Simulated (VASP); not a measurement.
# Zr2HS4 in VASP: notebook, part 2 of 2

VASP 6.6.1. Earlier steps stand in the parts before.

### 3 Single point, PBE+D3(BJ)

INCAR reads:

```
SYSTEM = Zr2HS4
PREC = Accurate
ENCUT = 400
EDIFF = 1E-6
ISMEAR = 0
SIGMA = 0.05
LREAL = .FALSE.
LASPH = .TRUE.
NELM = 120
ALGO = Normal
ISIF = 2
LWAVE = .FALSE.
LCHARG = .TRUE.
LDIPOL = .TRUE.
IDIPOL = 3
DIPOL = 0.5 0.5 0.276
GGA = PE
IVDW = 12
LELF = .TRUE.
LVHAR = .TRUE.
LVACPOTAV = .TRUE.
NBANDS = 62
GGA_COMPAT = .FALSE.
NELMDL = -8
```

KPOINTS reads:

```
regular mesh
0
G
  6 6 1
  0 0 0
```

POSCAR reads:

```
Zr2HS4
1.0
    7.2976778227      0.0000000000      0.0000000000
   -3.6488389114      6.3199743831      0.0000000000
    0.0000000000      0.0000000000     20.9171506047
S Zr H
8 4 2
Direct
    0.3333333333      0.1666666667      0.1912306354
    0.3333333333      0.6666666667      0.1912306354
    0.8333333333      0.1666666667      0.1912306354
    0.8333333333      0.6666666667      0.1912306354
    0.1666666667      0.3333333333      0.3306927762
    0.1666666667      0.8333333333      0.3306927762
    0.6666666667      0.3333333333      0.3306927762
    0.6666666667      0.8333333333      0.3306927762
    0.0000000000      0.0000000000      0.2609617058
    0.0000000000      0.5000000000      0.2609617058
    0.5000000000      0.0000000000      0.2609617058
    0.5000000000      0.5000000000      0.2609617058
    0.2866163718      0.7133836282      0.3675046736
    0.3800502948      0.6199497052      0.3675046736
```

Potentials or basis: VASP PAW PBE potentials, release 64 (S, Zr_sv, H).

Launch:

```bash
$ cat potpaw_PBE.64/S/POTCAR potpaw_PBE.64/Zr_sv/POTCAR potpaw_PBE.64/H/POTCAR > POTCAR
$ mpirun -np 1 vasp_std > vasp.out
```

OUTCAR:

```text
SYSTEM = Zr2HS4
   PREC = Accurate
   ENCUT = 400
   EDIFF = 1E-6
   ISMEAR = 0
   LREAL = .FALSE.
   LASPH = .TRUE.
   NELM = 120
   ISIF = 2
   GGA = PE
   IVDW = 12
   NELMDL = -8
 IVDW          = 12

 ion  position               nearest neighbor table
   1  0.333  0.167  0.191-   9 2.56  12 2.56  11 2.56
   2  0.333  0.667  0.191-  10 2.56  11 2.56  12 2.56
   3  0.833  0.167  0.191-  11 2.56  10 2.56   9 2.56
   4  0.833  0.667  0.191-  12 2.56   9 2.56  10 2.56
   5  0.167  0.333  0.331-  12 2.56   9 2.56  10 2.56
[... 1071 lines left out ...]
  volume of cell :      964.72
      direct lattice vectors                 reciprocal lattice vectors
     7.297677823  0.000000000  0.000000000     0.137029891  0.079114245  0.000000000
    -3.648838911  6.319974383  0.000000000     0.000000000  0.158228489  0.000000000
     0.000000000  0.000000000 20.917150605     0.000000000  0.000000000  0.047807659

 POSITION                                       TOTAL-FORCE (eV/Angst)
 -----------------------------------------------------------------------------------
      1.82442      1.05333      4.00000        -0.098981      0.052792      0.079350
     -0.00000      4.21332      4.00000        -0.017123      0.009886      0.041188
      5.47326      1.05333      4.00000         0.100013     -0.057742     -0.022504
      3.64884      4.21332      4.00000        -0.095210      0.059324      0.079350
      0.00000      2.10666      6.91715        -0.290748     -0.147373     -0.160994
     -1.82442      5.26665      6.91715         0.480418     -0.277370      0.206967
      3.64884      2.10666      6.91715        -0.025274      0.014592      0.134654
      1.82442      5.26665      6.91715        -0.017745      0.325482     -0.160994
      0.00000      0.00000      5.45858        -0.261454      0.150951     -0.503504
     -1.82442      3.15999      5.45858        -0.240253     -0.478385     -0.667681
      3.64884      0.00000      5.45858         0.294167      0.447258     -0.667681
      1.82442      3.15999      5.45858         0.333061     -0.192293     -0.625514
     -0.51139      4.50857      7.68715         2.377032     -1.372380      1.147092
      0.51139      3.91807      7.68715        -2.537903      1.465259      1.120271
 -----------------------------------------------------------------------------------
    total drift:                               -0.000010      0.000006      0.000685

  FREE ENERGIE OF THE ION-ELECTRON SYSTEM (eV)
  ---------------------------------------------------
  free  energy   TOTEN  =       -92.9328731752 eV

  energy  without entropy=      -92.9326443415  energy(sigma->0) =      -92.93275876

 vacuum level on the upper side and lower side of the slab         3.056         3.198
```

OSZICAR:

```text
N       E                     dE             d eps       ncg     rms          rms(c)
DAV:   1     0.811704998105E+03    0.81170E+03   -0.36703E+04  1964   0.100E+03
DAV:   2     0.163096987601E+02   -0.79540E+03   -0.77908E+03  2272   0.273E+02
DAV:   3    -0.902000855716E+02   -0.10651E+03   -0.10580E+03  2082   0.920E+01
[... 21 lines left out ...]
DAV:  25    -0.897774349097E+02   -0.45719E-05   -0.16163E-07  1160   0.881E-04    0.718E-04
DAV:  26    -0.897774433830E+02   -0.84733E-05   -0.21404E-07  1218   0.874E-04    0.361E-04
DAV:  27    -0.897774499311E+02   -0.65481E-05   -0.27563E-07  1264   0.760E-04    0.453E-04
DAV:  28    -0.897774526164E+02   -0.26853E-05   -0.44850E-08  1134   0.434E-04    0.190E-04
DAV:  29    -0.897774545105E+02   -0.18941E-05   -0.50389E-08  1128   0.392E-04    0.148E-04
DAV:  30    -0.897774549191E+02   -0.40858E-06   -0.12896E-08   974   0.237E-04
   1 F= -.92932873E+02 E0= -.92932759E+02  d E =-.228834E-03
```

stdout:

```text
POSCAR found type information on POSCAR S ZrH
 POSCAR found :  3 types and      14 ions
 scaLAPACK will be used
 LDA part: xc-table for (Slater+PW92), standard interpolation
 POSCAR, INCAR and KPOINTS ok, starting setup
 FFT: planning ... GRIDC
 FFT: planning ... GRID_SOFT
 FFT: planning ... GRID
 WAVECAR not read
 entering main loop
 -----------------------------------------------------------------------------
|                                                                             |
|           W    W    AA    RRRRR   N    N  II  N    N   GGGG   !!!           |
|           W    W   A  A   R    R  NN   N  II  NN   N  G    G  !!!           |
|           W    W  A    A  R    R  N N  N  II  N N  N  G       !!!           |
|           W WW W  AAAAAA  RRRRR   N  N N  II  N  N N  G  GGG   !            |
|           WW  WW  A    A  R   R   N   NN  II  N   NN  G    G                |
|           W    W  A    A  R    R  N    N  II  N    N   GGGG   !!!           |
|                                                                             |
|     Did not find any points to average over, which means that no vacuum     |
|     field-free region was found. Please increase the size of  your cell     |
|     in the dimension of the dipole correction to obtain accurate            |
|     workfunction values.                                                    |
|                                                                             |
 -----------------------------------------------------------------------------
```

Wall time 30 min (1 thread of Intel Xeon Platinum 8259CL at 2.50GHz (Skylake/Cascade Lake), shared host); peak memory 0.91 GiB.

What came out:

| Property | Result |
| --- | --- |
| Free energy | -92.9329 eV |
| Largest force | 3.137 eV/Å |
| Band gap on the k mesh | 0.17 eV (least direct gap 0.19 eV) |
| Dispersion energy per atom | -0.225 eV |

Forces in eV/Å, atoms in the order of the input:
```
S   -0.099  0.053  0.079
S   -0.017  0.010  0.041
S    0.100 -0.058 -0.023
S   -0.095  0.059  0.079
S   -0.291 -0.147 -0.161
S    0.480 -0.277  0.207
S   -0.025  0.015  0.135
S   -0.018  0.325 -0.161
Zr  -0.261  0.151 -0.504
Zr  -0.240 -0.478 -0.668
Zr   0.294  0.447 -0.668
Zr   0.333 -0.192 -0.626
H    2.377 -1.372  1.147
H   -2.538  1.465  1.120
```

### 4 Single point, PBE+D3(BJ)

INCAR reads:

```
SYSTEM = Zr2HS4
  PREC = Accurate
  ENCUT = 400
  EDIFF = 1E-6
  ISMEAR = 0
  SIGMA = 0.05
  LREAL = .False.
  LASPH = .True.
  NELM = 120
  ALGO = Normal
  ISIF = 2
  LWAVE = .False.
  LCHARG = .False.
  LDIPOL = .True.
  IDIPOL = 3
  DIPOL = 0.5 0.5 0.291
  GGA = PE
  IVDW = 12
  NBANDS = 62
  GGA_COMPAT = .False.
  NELMDL = -8
```

KPOINTS reads:

```
Automatic mesh
0
Gamma
  6 6 1
  0 0 0
```

Changes to POSCAR since step 3:

```diff
@@ -20,3 +20,3 @@
     0.5000000000      0.5000000000      0.2609617058
-    0.2866163718      0.7133836282      0.3675046736
-    0.3800502948      0.6199497052      0.3675046736
+    0.2866163718      0.7133836282      0.4741157528
+    0.3800502948      0.6199497052      0.4741157528
```

Launch:

```bash
$ cat potpaw_PBE.64/S/POTCAR potpaw_PBE.64/Zr_sv/POTCAR potpaw_PBE.64/H/POTCAR > POTCAR
$ mpirun -np 1 vasp_std > vasp.out
```

Run time: 28 min. Hardware: 1 thread of Intel Xeon Platinum 8259CL at 2.50GHz (Skylake/Cascade Lake), shared host; peak memory 0.91 GiB.

The run converged. Its results:

```yaml
Free_energy: -94.0349 eV
Largest_force: 4.663 eV/Å
Band_gap_on_the_k_mesh: 1.10 eV
Dispersion_energy_per_atom: -0.217 eV
```

Forces on the atoms (eV/Å):
```
S    0.004 -0.001 -0.013
S   -0.003  0.002 -0.004
S   -0.003  0.002 -0.011
S    0.003 -0.003 -0.013
S    0.000  0.001  0.010
S    0.002 -0.001  0.028
S    0.000  0.000  0.020
S    0.000  0.000  0.010
Zr  -0.009  0.005  0.004
Zr   0.013 -0.004  0.007
Zr   0.010 -0.009  0.007
Zr  -0.009  0.005  0.008
H    4.033 -2.328 -0.030
H   -4.038  2.331 -0.024
```

Levels at points of the mesh, in eV from the valence-band top:
```
           k point  band 45  band 46  band 47  band 48  band 49  band 50  band 51  band 52  band 53  band 54
(0.00, 0.00, 0.00)    -0.92    -0.92    -0.85     0.00     0.00     1.10     1.10     1.11     1.69     1.69
(0.50, 0.00, 0.00)    -1.12    -0.85    -0.85    -0.50    -0.48     1.48     1.48     2.27     2.28     2.75
(0.50, 0.50, 0.00)    -1.12    -0.85    -0.85    -0.50    -0.48     1.48     1.49     2.27     2.28     2.75
```

### 5 Single point, PBE+D3(BJ)

INCAR reads:

```
PREC = Accurate
ENCUT = 400
EDIFF = 1E-6
ISMEAR = 0
SIGMA = 0.05
LREAL = F
LASPH = T
NELM = 120
ALGO = Normal
ISIF = 2
LWAVE = F
LCHARG = T
LDIPOL = T
IDIPOL = 3
DIPOL = 0.5 0.5 0.278
GGA = PE
IVDW = 12
LELF = T
LVHAR = T
LVACPOTAV = T
NBANDS = 62
GGA_COMPAT = F
NELMDL = -8
```

KPOINTS reads:

```
Automatic mesh
0
Gamma
  6 6 1
```

Changes to POSCAR since step 4:

```diff
@@ -20,3 +20,3 @@
     0.5000000000      0.5000000000      0.2609617058
-    0.2866163718      0.7133836282      0.4741157528
-    0.3800502948      0.6199497052      0.4741157528
+    0.2866163718      0.7133836282      0.3828031244
+    0.3800502948      0.6199497052      0.3828031244
```

Potentials or basis: VASP PAW PBE potentials, release 64 (S, Zr_sv, H).

Launch:

```bash
$ cat potpaw_PBE.64/S/POTCAR potpaw_PBE.64/Zr_sv/POTCAR potpaw_PBE.64/H/POTCAR > POTCAR
$ mpirun -np 1 vasp_std > vasp.out
```

OUTCAR:

```text
PREC = Accurate
   ENCUT = 400
   EDIFF = 1E-6
   ISMEAR = 0
   LREAL = F
   LASPH = T
   NELM = 120
   ISIF = 2
   GGA = PE
   IVDW = 12
   NELMDL = -8
 IVDW          = 12

 ion  position               nearest neighbor table
   1  0.333  0.167  0.191-   9 2.56  12 2.56  11 2.56
   2  0.333  0.667  0.191-  10 2.56  11 2.56  12 2.56
   3  0.833  0.167  0.191-  11 2.56  10 2.56   9 2.56
   4  0.833  0.667  0.191-  12 2.56   9 2.56  10 2.56
   5  0.167  0.333  0.331-  12 2.56   9 2.56  10 2.56
   6  0.167  0.833  0.331-  11 2.56  10 2.56   9 2.56
   7  0.667  0.333  0.331-  10 2.56  11 2.56  12 2.56
   8  0.667  0.833  0.331-   9 2.56  12 2.56  11 2.56
   9  0.000  0.000  0.261-   1 2.56   8 2.56   5 2.56   4 2.56   6 2.56   3 2.56  12 3.65  12 3.65
                            11 3.65  11 3.65  10 3.65  10 3.65
  10  0.000  0.500  0.261-   2 2.56   7 2.56   6 2.56   3 2.56   4 2.56   5 2.56  11 3.65  11 3.65
                            12 3.65  12 3.65   9 3.65   9 3.65
  11  0.500  0.000  0.261-   3 2.56   6 2.56   2 2.56   7 2.56   1 2.56   8 2.56  10 3.65  10 3.65
                             9 3.65   9 3.65  12 3.65  12 3.65
  12  0.500  0.500  0.261-   4 2.56   5 2.56   1 2.56   8 2.56   7 2.56   2 2.56   9 3.65   9 3.65
                            10 3.65  10 3.65  11 3.65  11 3.65
  13  0.287  0.713  0.383-
  14  0.380  0.620  0.383-

  LATTYP: Found a hexagonal cell.
 ALAT       =     7.2976778227
 C/A-ratio  =     2.8662748771

  Lattice vectors:

 A1 = (   7.2976778227,   0.0000000000,   0.0000000000)
 A2 = (  -3.6488389114,   6.3199743831,   0.0000000000)
 A3 = (   0.0000000000,   0.0000000000,  20.9171506047)

Analysis of symmetry for initial positions (statically):
=====================================================================
 Subroutine PRICEL returns:
 Original cell was already a primitive cell.

 Routine SETGRP: Setting up the symmetry group for a
[... 171 lines left out ...]

 number of electron      98.0000015 magnetization

 dipolmoment           0.000000      0.000000     -0.005621 electrons x Angstroem

 Free energy of the ion-electron system (eV)
  ---------------------------------------------------
  ext. energy  EPLUGINS =         0.00000000
  ---------------------------------------------------
  free energy    TOTEN  =       -90.35055797 eV

  energy without entropy =      -90.35055797  energy(sigma->0) =      -90.35055797

 E-fermi :  -2.4517     XC(G=0):  -3.2336

 val. band max:       -2.8198346282   @ k =   0.0000   0.0000   0.0000
 cond. band min:      -2.2142442231   @ k =   0.0000   0.0000   0.0000
 fundamental gap:      0.6055904050
 Fermi energy:        -2.4516923015

 k-point     1 :       0.0000    0.0000    0.0000
  band No.  band energies     occupation
      1     -52.1004      2.00000
      2     -52.0850      2.00000
      3     -52.0543      2.00000
      4     -52.0466      2.00000
      5     -30.2842      2.00000
      6     -30.2779      2.00000
[... 821 lines left out ...]
     60       0.2803      0.00000
     61       0.3106      0.00000
 [bands above 61 left out]

------------------------ aborting loop because EDIFF is reached ----------------------------------------

 Edisp (eV)   -3.17250

 E8    (eV) :    -1.4073

  FORCE on cell =-STRESS in cart. coord.  units (eV):
  Direction    XX          YY          ZZ          XY          YZ          ZX
  --------------------------------------------------------------------------------------
  -------------------------------------------------------------------------------------
  Total      -2.98686    -0.42378     3.03398     2.21969     0.12867    -0.22287
  in kB      -4.96048    -0.70380     5.03872     3.68639     0.21370    -0.37013
  external pressure =       -0.21 kB  Pullay stress =        0.00 kB

 VOLUME and BASIS-vectors are now :
 -----------------------------------------------------------------------------
  energy-cutoff  :      400.00
  volume of cell :      964.72
      direct lattice vectors                 reciprocal lattice vectors
     7.297677823  0.000000000  0.000000000     0.137029891  0.079114245  0.000000000
    -3.648838911  6.319974383  0.000000000     0.000000000  0.158228489  0.000000000
     0.000000000  0.000000000 20.917150605     0.000000000  0.000000000  0.047807659

 POSITION                                       TOTAL-FORCE (eV/Angst)
 -----------------------------------------------------------------------------------
      1.82442      1.05333      4.00000        -0.041227      0.016308      0.006020
     -0.00000      4.21332      4.00000        -0.014275      0.008242      0.043847
      5.47326      1.05333      4.00000         0.057511     -0.033204     -0.030422
      3.64884      4.21332      4.00000        -0.034737      0.027549      0.006020
      0.00000      2.10666      6.91715        -0.108322     -0.054860     -0.152490
     -1.82442      5.26665      6.91715         0.223588     -0.129089      0.095399
      3.64884      2.10666      6.91715        -0.010400      0.006005      0.091658
      1.82442      5.26665      6.91715        -0.006651      0.121239     -0.152490
      0.00000      0.00000      5.45858        -0.182794      0.105536     -0.258696
     -1.82442      3.15999      5.45858        -0.034756     -0.225695     -0.333183
      3.64884      0.00000      5.45858         0.178080      0.142947     -0.333183
      1.82442      3.15999      5.45858         0.135762     -0.078382     -0.368284
     -0.51139      4.50857      8.00715         2.915695     -1.683377      0.694286
      0.51139      3.91807      8.00715        -3.077473      1.776780      0.691518
 -----------------------------------------------------------------------------------
    total drift:                               -0.000006      0.000004      0.000736

  FREE ENERGIE OF THE ION-ELECTRON SYSTEM (eV)
  ---------------------------------------------------
  free  energy   TOTEN  =       -93.5230559834 eV

  energy  without entropy=      -93.5230559834  energy(sigma->0) =      -93.52305598

 vacuum level on the upper side and lower side of the slab         3.125         3.147
```

OSZICAR:

```text
N       E                     dE             d eps       ncg     rms          rms(c)
DAV:   1     0.808652759137E+03    0.80865E+03   -0.36688E+04  1964   0.100E+03
DAV:   2     0.157517538727E+02   -0.79290E+03   -0.77602E+03  2258   0.272E+02
DAV:   3    -0.907941637961E+02   -0.10655E+03   -0.10580E+03  2080   0.919E+01
[... 21 lines left out ...]
DAV:  25    -0.903505439893E+02   -0.98378E-05   -0.39442E-07  1276   0.111E-03    0.617E-04
DAV:  26    -0.903505504271E+02   -0.64378E-05   -0.15474E-07  1162   0.807E-04    0.468E-04
DAV:  27    -0.903505554795E+02   -0.50524E-05   -0.16086E-07  1210   0.670E-04    0.533E-04
DAV:  28    -0.903505573111E+02   -0.18315E-05   -0.45229E-08  1126   0.450E-04    0.236E-04
DAV:  29    -0.903505579742E+02   -0.66313E-06   -0.22462E-08  1010   0.321E-04
   1 F= -.93523056E+02 E0= -.93523056E+02  d E =-.133696E-12
```

stdout:

```text
POSCAR found type information on POSCAR S ZrH
 POSCAR found :  3 types and      14 ions
 scaLAPACK will be used
 LDA part: xc-table for (Slater+PW92), standard interpolation
 POSCAR, INCAR and KPOINTS ok, starting setup
 FFT: planning ... GRIDC
 FFT: planning ... GRID_SOFT
 FFT: planning ... GRID
 WAVECAR not read
 entering main loop
 -----------------------------------------------------------------------------
|                                                                             |
|           W    W    AA    RRRRR   N    N  II  N    N   GGGG   !!!           |
|           W    W   A  A   R    R  NN   N  II  NN   N  G    G  !!!           |
|           W    W  A    A  R    R  N N  N  II  N N  N  G       !!!           |
|           W WW W  AAAAAA  RRRRR   N  N N  II  N  N N  G  GGG   !            |
|           WW  WW  A    A  R   R   N   NN  II  N   NN  G    G                |
|           W    W  A    A  R    R  N    N  II  N    N   GGGG   !!!           |
|                                                                             |
|     Did not find any points to average over, which means that no vacuum     |
|     field-free region was found. Please increase the size of  your cell     |
|     in the dimension of the dipole correction to obtain accurate            |
|     workfunction values.                                                    |
|                                                                             |
 -----------------------------------------------------------------------------
```

It took 23 min on 1 thread of Intel Xeon Platinum 8259CL at 2.50GHz (Skylake/Cascade Lake), shared host; peak memory 0.91 GiB.

What came out:

* Free energy: -93.5231 eV
* Largest force: 3.620 eV/Å
* Band gap on the k mesh: 0.61 eV
* Dispersion energy per atom: -0.227 eV

Forces on the atoms (eV/Å):
```
S   -0.041  0.016  0.006
S   -0.014  0.008  0.044
S    0.058 -0.033 -0.030
S   -0.035  0.028  0.006
S   -0.108 -0.055 -0.152
S    0.224 -0.129  0.095
S   -0.010  0.006  0.092
S   -0.007  0.121 -0.152
Zr  -0.183  0.106 -0.259
Zr  -0.035 -0.226 -0.333
Zr   0.178  0.143 -0.333
Zr   0.136 -0.078 -0.368
H    2.916 -1.683  0.694
H   -3.077  1.777  0.692
```

### 6 Summary

| cell | gap on the mesh (eV) | largest force (eV/Å) |
| --- | --- | --- |
| as given, atomic positions A | none | 1.91 |
| as given, atomic positions B | 0.17 | 3.14 |
| as given, atomic positions C | 1.10 | 4.66 |
| as given, atomic positions D | 0.61 | 3.62 |

Alike in all rows: task single point; level PBE+D3(BJ); potentials or basis VASP PAW PBE potentials, release 64 (S, Zr_sv, H); no spin polarisation; k mesh 6 × 6 × 1; cutoff (eV) 400; smearing gaussian 0.05 eV.

Absolute energies hang on the potentials; compare differences alone.
